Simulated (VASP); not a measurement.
# Si5Se (F-43m) in VASP: further runs

The runs below take Si5Se through single point, with PBE.

Program: VASP 6.6.1. These are calculated values, not measurements. Logs are shortened: lines on timing, memory, paths and dates and some standing lists are left out, and cuts for length are marked.

## 1. The cell of the first run

Symmetry: F-43m, No. 216, cubic system. The conventional cell has a = 7.503 Å, b = 7.503 Å, c = 7.503 Å, α = 90.00°, β = 90.00°, γ = 90.00°. Si (site symmetry -43m) has 12 Si at 3.11 Å and 4 Se at 3.25 Å within 4.1 Å. Si (site symmetry 3m) has 9 Si at 2.64 to 3.11 Å and 3 Se at 3.11 Å within 3.5 Å. Se (site symmetry -43m) has 16 Si at 3.11 to 3.25 Å within 4.1 Å.

## 2. Single point, PBE

INCAR

```
ALGO = Normal ; EDIFF = 1E-6
ENCUT = 520 ; GGA = PE
ISIF = 2 ; ISMEAR = 0
LASPH = T ; LCHARG = F
LREAL = F ; LWAVE = F
NBANDS = 22 ; NELM = 80
PREC = Accurate ; SIGMA = 0.1
```

KPOINTS

```
k-points
0
Gamma
  4 4 4
```

POSCAR

```
Si5Se
1.0
    0.0000000000      3.7512648700      3.7512648700
    3.7512648700      0.0000000000      3.7512648700
    3.7512648700      3.7512648700      0.0000000000
Si Se
5 1
Direct
    0.2500000000      0.2500000000      0.2500000000
    0.6242626200      0.1272121400      0.6242626200
    0.6242626200      0.6242626200      0.1272121400
    0.6242626200      0.6242626200      0.6242626200
    0.1272121400      0.6242626200      0.6242626200
    0.0000000000      0.0000000000      0.0000000000
```

Potentials or basis: VASP PAW PBE potentials, release 64 (Si, Se).

On the command line:

```bash
> cat potpaw_PBE.64/Si/POTCAR potpaw_PBE.64/Se/POTCAR > POTCAR
> mpirun -np 1 vasp_std > vasp.out
```

OUTCAR:

```text
EDIFF = 1E-6
   ENCUT = 520
   GGA = PE
   ISIF = 2
   ISMEAR = 0
   LASPH = T
   LREAL = F
   NELM = 80
   PREC = Accurate

 ion  position               nearest neighbor table
   1  0.250  0.250  0.250-   2 3.11   5 3.11   3 3.11   3 3.11   2 3.11   5 3.11   4 3.11   4 3.11
                             4 3.11   5 3.11   2 3.11   3 3.11
   2  0.624  0.127  0.624-   3 2.64   4 2.64   5 2.64   5 2.67   3 2.67   4 2.67   1 3.11   1 3.11
                             1 3.11
   3  0.624  0.624  0.127-   2 2.64   4 2.64   5 2.64   2 2.67   5 2.67   4 2.67   1 3.11   1 3.11
                             1 3.11
   4  0.624  0.624  0.624-   2 2.64   3 2.64   5 2.64   5 2.67   2 2.67   3 2.67   1 3.11   1 3.11
                             1 3.11
   5  0.127  0.624  0.624-   2 2.64   3 2.64   4 2.64   2 2.67   3 2.67   4 2.67   1 3.11   1 3.11
                             1 3.11
   6  0.000  0.000  0.000-

  LATTYP: Found a face centered cubic cell.
 ALAT       =     7.5025297400

  Lattice vectors:

 A1 = (   0.0000000000,   3.7512648700,   3.7512648700)
 A2 = (   3.7512648700,   0.0000000000,   3.7512648700)
 A3 = (   3.7512648700,   3.7512648700,   0.0000000000)

Analysis of symmetry for initial positions (statically):
=====================================================================
 Subroutine PRICEL returns:
 Original cell was already a primitive cell.

 Routine SETGRP: Setting up the symmetry group for a
 face centered cubic supercell.

 Subroutine GETGRP returns: Found 24 space group operations
 (whereof 24 operations were pure point group operations)
 out of a pool of 48 trial point group operations.

The static configuration has the point symmetry T_d .

Analysis of symmetry for dynamics (positions and initial velocities):
=====================================================================
 Subroutine PRICEL returns:
 Original cell was already a primitive cell.

 Routine SETGRP: Setting up the symmetry group for a
 face centered cubic supercell.

 Subroutine GETGRP returns: Found 24 space group operations
 (whereof 24 operations were pure point group operations)
 out of a pool of 48 trial point group operations.

The dynamic configuration has the point symmetry T_d .

 Subroutine INISYM returns: Found 24 space group operations
 (whereof 24 operations are pure point group operations),
 and found     1 'primitive' translations

----------------------------------------------------------------------------------------

                                     Primitive cell

  volume of cell :     105.5755

  direct lattice vectors                    reciprocal lattice vectors
     0.000000000  3.751264870  3.751264870    -0.133288375  0.133288375  0.133288375
     3.751264870  0.000000000  3.751264870     0.133288375 -0.133288375  0.133288375
     3.751264870  3.751264870  0.000000000     0.133288375  0.133288375 -0.133288375

  length of vectors
     5.305089655  5.305089655  5.305089655     0.230862238  0.230862238  0.230862238

  position of ions in fractional coordinates (direct lattice)
     0.250000000  0.250000000  0.250000000
     0.624262620  0.127212140  0.624262620
     0.624262620  0.624262620  0.127212140
     0.624262620  0.624262620  0.624262620
     0.127212140  0.624262620  0.624262620
     0.000000000  0.000000000  0.000000000

  ion indices of the primitive-cell ions
   primitive index   ion index
                 1           1
                 2           2
                 3           3
                 4           4
                 5           5
                 6           6

----------------------------------------------------------------------------------------

 KPOINTS: k-points

Automatic generation of k-mesh.
 Grid dimensions read from file:
 generate k-points for:    4    4    4

 Generating k-lattice:

  Cartesian coordinates                     Fractional coordinates (reciprocal lattice)
    -0.033322094  0.033322094  0.033322094     0.250000000  0.000000000  0.000000000
     0.033322094 -0.033322094  0.033322094     0.000000000  0.250000000  0.000000000
     0.033322094  0.033322094 -0.033322094     0.000000000  0.000000000  0.250000000

  Length of vectors
     0.057715560  0.057715560  0.057715560

  Shift w.r.t. Gamma in fractional coordinates (k-lattice)
     0.000000000  0.000000000  0.000000000

 Subroutine IBZKPT returns following result:
 ===========================================

 Found      8 irreducible k-points:

 Following reciprocal coordinates:
            Coordinates               Weight
  0.000000  0.000000  0.000000      1.000000
  0.250000  0.000000  0.000000      8.000000
  0.500000  0.000000  0.000000      4.000000
  0.250000  0.250000  0.000000      6.000000
  0.500000  0.250000  0.000000     24.000000
 -0.250000  0.250000  0.000000     12.000000
  0.500000  0.500000  0.000000      3.000000
 -0.250000  0.500000  0.250000      6.000000
   k-points           NKPTS =      8   k-points in BZ     NKDIM =      8   number of bands    NBANDS=     22
   number of dos      NEDOS =    301   number of ions     NIONS =      6
   total plane-waves  NPLWV =  64000
   dimension x,y,z NGX =    40 NGY =   40 NGZ =   40
   dimension x,y,z NGXF=    80 NGYF=   80 NGZF=   80
   ions per type =               5   1
   NGX,Y,Z   is equivalent  to a cutoff of  12.53, 12.53, 12.53 a.u.
   NGXF,Y,Z  is equivalent  to a cutoff of  25.07, 25.07, 25.07 a.u.
 SYSTEM =  unknown system
   PREC   = accura    normal or accurate (medium, high low for compatibility)
   ISTART =      0    job   : 0-new  1-cont  2-samecut
   ICHARG =      2    charge: 1-file 2-atom 10-const
   ISPIN  =      1    spin polarized calculation?
   LNONCOLLINEAR =      F non collinear calculations
   LSORBIT =      F    spin-orbit coupling
   LASPH  =      T    aspherical Exc in radial PAW
   ENCUT  =  520.0 eV  38.22 Ry    6.18 a.u.   9.86  9.86  9.86*2*pi/ulx,y,z
   NELM   =     80;   NELMIN=  2; NELMDL= -5     # of ELM steps
   EDIFF  = 0.1E-05   stopping-criterion for ELM
   LREAL  =      F    real-space projection
   EDIFFG = 0.1E-04   stopping-criterion for IOM
   NSW    =      0    number of steps for IOM
   IBRION =     -1    ionic relax: 0-MD 1-quasi-New 2-CG
   NFREE  =      0    steps in history (QN), initial steepest desc. (CG)
   ISIF   =      2    stress and relaxation
   ISYM   =      2    0-nonsym 1-usesym 2-fastsym
   POTIM  = 0.5000    time-step for ionic-motion
   TEBEG  =    0.0;   TEEND  =   0.0 temperature during run
   PSTRESS=    0.0 pullay stress
   NELECT =      26.0000    total number of electrons
   NUPDOWN=      -1.0000    fix difference up-down
   EMIN   =  10.00;   EMAX   =-10.00  energy-range for DOS
   EFERMI =   0.00;   METHOD = LEGACY
   ISMEAR =     0;   SIGMA  =   0.10  broadening in eV -4-tet -1-fermi 0-gaus
   EFERMI_NEDOS =   21; number of points for ismear=-14 and -15
   IALGO  =     38    algorithm
   IMIX   =      4    mixing-type and parameters
     AMIX     =   0.40;   BMIX     =  1.00
     AMIX_MAG =   1.60;   BMIX_MAG =  1.00
  volume/ion in A,a.u.               =      17.60       118.74
  Fermi-wavevector in a.u.,A,eV,Ry     =   1.026152  1.939145 14.326761  1.052987
  Thomas-Fermi vector in A             =   2.160029
   LORBIT       =      0    0 simple, 1 ext, 2 COOP (PROOUT), +10 PAW based schemes
   GGA     = PE    functional components
   LHFCALC =     F    Hartree Fock is set to
   AEXX    =    0.0000 exact exchange contribution
   IVDW    =     0    specifies the selected vdW correction
   LEPSILON=     F    determine dielectric tensor
   LRPA    =     F    only Hartree local field effects (RPA)
 non-spin polarized calculation
 Gauss-broadening in eV      SIGMA  =   0.10
  energy-cutoff  :      520.00
  volume of cell :      105.58
 maximum number of plane-waves:      2874
   NGX = 19   NGY = 19   NGZ = 19

 number of electron      25.9999998 magnetization

 Free energy of the ion-electron system (eV)
  ---------------------------------------------------
  ext. energy  EPLUGINS =         0.00000000
  ---------------------------------------------------
  free energy    TOTEN  =       -26.53658263 eV

  energy without entropy =      -26.51772729  energy(sigma->0) =      -26.52715496

 E-fermi :   7.6583     XC(G=0): -10.5226

 val. band max:        7.5677350753   @ k =   0.5000   0.2500   0.0000
 cond. band min:       7.7358464805   @ k =  -0.2500   0.2500   0.0000
 fundamental gap:      0.1681114052
 Fermi energy:         7.6582961039

 k-point     1 :       0.0000    0.0000    0.0000
  band No.  band energies     occupation
      1      -6.6574      2.00000
      2      -2.9919      2.00000
      3       1.0584      2.00000
      4       2.1458      2.00000
      5       2.1458      2.00000
      6       2.1458      2.00000
[... 14 lines left out ...]
     21      14.4095      0.00000
     22      14.4095      0.00000

 k-point     2 :       0.2500    0.0000    0.0000
  band No.  band energies     occupation
      1      -6.3336      2.00000
      2      -3.3235      2.00000
      3      -0.6044      2.00000
      4       1.1148      2.00000
      5       1.6115      2.00000
      6       1.6115      2.00000
[... 14 lines left out ...]
     21      14.0782      0.00000
     22      14.5583      0.00000

 k-point     3 :       0.5000    0.0000    0.0000
  band No.  band energies     occupation
      1      -5.8519      2.00000
      2      -3.8756      2.00000
      3      -1.4454      2.00000
      4       0.6072      2.00000
      5       1.4640      2.00000
      6       1.4640      2.00000
[... 14 lines left out ...]
     21      12.1280      0.00000
     22      13.3278      0.00000

 k-point     4 :       0.2500    0.2500    0.0000
  band No.  band energies     occupation
      1      -6.2343      2.00000
      2      -3.2699      2.00000
      3      -0.6602      2.00000
      4       0.5064      2.00000
      5       0.6581      2.00000
      6       0.6581      2.00000
[... 14 lines left out ...]
     21      13.2425      0.00000
     22      13.5169      0.00000

 k-point     5 :       0.5000    0.2500    0.0000
  band No.  band energies     occupation
      1      -5.7787      2.00000
      2      -3.4686      2.00000
      3      -1.9780      2.00000
      4      -0.6540      2.00000
      5       0.5005      2.00000
      6       2.0769      2.00000
[... 14 lines left out ...]
     21      11.8744      0.00000
     22      12.3907      0.00000

 k-point     6 :      -0.2500    0.2500    0.0000
  band No.  band energies     occupation
      1      -5.9247      2.00000
      2      -3.5059      2.00000
      3      -1.7055      2.00000
      4      -0.3458      2.00000
      5       1.2024      2.00000
      6       2.1237      2.00000
[... 14 lines left out ...]
     21      12.2768      0.00000
     22      12.6362      0.00000

 k-point     7 :       0.5000    0.5000    0.0000
  band No.  band energies     occupation
      1      -5.6699      2.00000
      2      -2.9971      2.00000
      3      -2.6147      2.00000
      4      -0.3050      2.00000
      5       0.0577      2.00000
      6       0.0577      2.00000
[... 14 lines left out ...]
     21      10.9999      0.00000
     22      10.9999      0.00000

 k-point     8 :      -0.2500    0.5000    0.2500
  band No.  band energies     occupation
      1      -5.6322      2.00000
      2      -2.9103      2.00000
      3      -2.7803      2.00000
      4      -1.5415      2.00000
      5       1.2565      2.00000
      6       2.5514      2.00000
[... 14 lines left out ...]
     21      12.0395      0.00000
     22      12.1405      0.00000

------------------------ aborting loop because EDIFF is reached ----------------------------------------

  FORCE on cell =-STRESS in cart. coord.  units (eV):
  Direction    XX          YY          ZZ          XY          YZ          ZX
  --------------------------------------------------------------------------------------
  -------------------------------------------------------------------------------------
  Total       -2.5425778     -2.5425778     -2.5425778      0.0000000     -0.0000000     -0.0000000
  in kB      -38.5852797    -38.5852797    -38.5852797      0.0000000     -0.0000000     -0.0000000
  external PRESSURE =     -38.5852797 kB  Pullay stress =       0.0000000 kB

 VOLUME and BASIS-vectors are now :
 -----------------------------------------------------------------------------
  energy-cutoff  :      520.00
  volume of cell :      105.58
      direct lattice vectors                 reciprocal lattice vectors
     0.000000000  3.751264870  3.751264870    -0.133288375  0.133288375  0.133288375
     3.751264870  0.000000000  3.751264870     0.133288375 -0.133288375  0.133288375
     3.751264870  3.751264870  0.000000000     0.133288375  0.133288375 -0.133288375

 POSITION                                       TOTAL-FORCE (eV/Angst)
 -----------------------------------------------------------------------------------
      1.87563      1.87563      1.87563         0.000000     -0.000000     -0.000000
      2.81898      4.68355      2.81898         0.011780     -0.011780      0.011780
      2.81898      2.81898      4.68355         0.011780      0.011780     -0.011780
      4.68355      4.68355      4.68355        -0.011780     -0.011780     -0.011780
      4.68355      2.81898      2.81898        -0.011780      0.011780      0.011780
      0.00000      0.00000      0.00000         0.000000     -0.000000     -0.000000
 -----------------------------------------------------------------------------------
    total drift:                                0.000000      0.000000      0.000000

  FREE ENERGIE OF THE ION-ELECTRON SYSTEM (eV)
  ---------------------------------------------------
  free  energy   TOTEN  =       -26.5365826344 eV

  energy  without entropy=      -26.5177272903  energy(sigma->0) =      -26.52715496
```

Wall time 17 s (1 thread of Intel Xeon Platinum 8259CL at 2.50GHz (Skylake/Cascade Lake), shared host); peak memory 0.23 GiB.

What came out:

| Quantity | Value |
| --- | --- |
| Free energy | -26.5366 eV |
| Pressure | -3.9 GPa |
| Largest force | 0.020 eV/Å |
| Band gap on the k mesh | zero (band 13 reaches 7.74 eV, above the bottom of band 14 at 5.66 eV) |

Forces in eV/Å, atoms in the order of the input:
```
Si   0.000  0.000  0.000
Si   0.012 -0.012  0.012
Si   0.012  0.012 -0.012
Si  -0.012 -0.012 -0.012
Si  -0.012  0.012  0.012
Se   0.000  0.000  0.000
```

Caveat: the k points lie up to 0.36 Å⁻¹ apart.

[end of part 1 of 2]
